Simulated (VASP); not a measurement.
Ti3Si, 8 atoms in the cell. Symmetry: P6_3/mmc, No. 194, hexagonal system. Conventional cell: a = 5.612 Å, b = 5.612 Å, c = 4.492 Å, α = 90.00°, β = 90.00°, γ = 120.00°. Ti (site symmetry mm2) has 8 Ti at 2.72 to 2.89 Å and 4 Si at 2.74 to 2.81 Å within 3.6 Å. Within 3.6 Å of Si (site symmetry -6m2) lie 12 Ti at 2.74 to 2.81 Å. 

```yaml
Program: VASP 6.6.1
Task: single point
Functional: PBEsol
Potentials_or_basis: VASP PAW PBE potentials, release 64 (Ti_sv, Si)
Cutoff: 520 eV
k_mesh: 6 × 6 × 8
Occupations: gaussian, width 0.1 eV
Spin: no spin polarisation
Dipole_correction: no
Further_INCAR_settings: ALGO = Fast; EDIFF = 1e-06; NBANDS = 50
```

Potentials or basis: VASP PAW PBE potentials, release 64 (Ti_sv, Si).

Launch:

```bash
$ cat potpaw_PBE.64/Ti_sv/POTCAR potpaw_PBE.64/Si/POTCAR > POTCAR
$ mpirun -np 1 vasp_std > vasp.out
```

Hardware: 1 thread of AMD EPYC 9R45 (Zen 5) (shared host).

Question: How long does it take, and how much memory?

Answer: Wall time 7.9 min on 1 thread of AMD EPYC 9R45 (Zen 5), on a shared host, peak memory 0.29 GiB. Counts: scf iterations 39, k points 35.
